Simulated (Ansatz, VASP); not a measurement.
# HfO2: VASP and Ansatz over several settings

```
CELL_PARAMETERS angstrom
5.04883 0.00000 0.00000
0.00000 5.11561 0.00000
-0.84706 0.00000 5.14340
ATOMIC_POSITIONS crystal
Hf 0.27550 0.46030 0.70800
Hf 0.72450 0.96030 0.79200
Hf 0.72450 0.53970 0.29200
Hf 0.27550 0.03970 0.20800
O 0.07420 0.16840 0.84670
O 0.92580 0.66840 0.65330
O 0.92580 0.83160 0.15330
O 0.07420 0.33160 0.34670
O 0.44870 0.74190 0.98010
O 0.55130 0.24190 0.51990
O 0.55130 0.25810 0.01990
O 0.44870 0.75810 0.48010
```

Single points on this cell with VASP 6.6.1 and Ansatz 0.2.0. Each row is one pair of runs. Alike in all rows: spin: off; k mesh: 5 × 5 × 5; smearing: fermi-dirac, width 0.05 eV.

| level | VASP's potentials, cutoff | Ansatz's potentials, cutoff | gap on the k mesh at the Fermi level (eV), VASP | gap on the k mesh at the Fermi level (eV), Ansatz | least direct gap on the mesh (eV), VASP | least direct gap on the mesh (eV), Ansatz | pressure (GPa), VASP | pressure (GPa), Ansatz |
| --- | --- | --- | --- | --- | --- | --- | --- | --- |
| LDA | VASP PAW LDA potentials, release 64 (Hf_pv, O), 520 eV | Ansatz PAW, 420 eV | 4.11 | 4.15 | 4.17 | 4.20 | 0.0 | 2.5 |
| PBEsol+D4 | VASP PAW PBE potentials, release 64 (Hf_pv, O), 520 eV | Ansatz PAW, 420 eV | 4.20 | 4.23 | 4.26 | 4.29 | 4.1 | 7.3 |
| PBE | VASP PAW PBE potentials, release 64 (Hf_pv, O), 520 eV | JTH PAW, 1380 eV | 4.31 | 4.32 | 4.36 | 4.38 | 13.8 | 14.6 |

Gap on the k mesh at the fermi level (eV): the two programs differ by at most 0.033; least direct gap on the mesh (eV): the two programs differ by at most 0.032; pressure (GPa): the two programs differ by at most 3.19.

VASP's potentials hold 88 valence electrons a cell and Ansatz's 152; VASP's potentials hold 88 valence electrons a cell and Ansatz's 96, so a difference there can come from the potentials and not from the codes.

Spin-orbit coupling is off throughout. Noted on Ansatz's runs: Pulay correction over one GPa; odd divisions of the mesh miss points on the zone boundary, where band edges often lie, so the gap on the mesh can be too wide.
